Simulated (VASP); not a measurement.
Here is a VASP 6.6.1 calculation.

POSCAR

```
SrCl2
1.0
    0.0000000000      3.4422322770      3.4422322770
    3.4422322770      0.0000000000      3.4422322770
    3.4422322770      3.4422322770      0.0000000000
Sr Cl
1 2
Direct
    0.0000000000      0.0000000000      0.0000000000
    0.2500000000      0.2500000000      0.2500000000
    0.7500000000      0.7500000000      0.7500000000
```

File INCAR.step1:

```
PREC = Accurate ; ENCUT = 520
ISMEAR = 0 ; SIGMA = 0.02
LREAL = False ; LASPH = True
NELM = 80 ; NBANDS = 19
GGA = PE ; ALGO = Normal
EDIFF = 1E-4 ; LWAVE = True
LCHARG = False
```

INCAR.step2

```
PREC = Accurate ; ENCUT = 520
EDIFF = 1E-6 ; ISMEAR = 0
SIGMA = 0.02 ; LREAL = False
LASPH = True ; NELM = 80
ALGO = Normal ; ISIF = 2
LWAVE = False ; LCHARG = False
METAGGA = R2SCAN ; LMIXTAU = True
NBANDS = 19 ; ISTART = 1
```

File KPOINTS:

```
regular mesh
0
Gamma
  6 6 6
```

Potentials or basis: VASP PAW PBE potentials, release 64 (Sr_sv, Cl).

Run with:

```bash
$ cat potpaw_PBE.64/Sr_sv/POTCAR potpaw_PBE.64/Cl/POTCAR > POTCAR
$ cp INCAR.step1 INCAR
$ mpirun -np 1 vasp_std > vasp.out
$ cp INCAR.step2 INCAR
$ mpirun -np 1 vasp_std > vasp.out
```

What does it give for the pressure?

2.1 GPa.

Estimate the band gap on the k mesh.

5.97 eV.

Caveat: the PAW data sets were made with another functional, which shifts forces and pressure a little. A k mesh can miss the band edges.
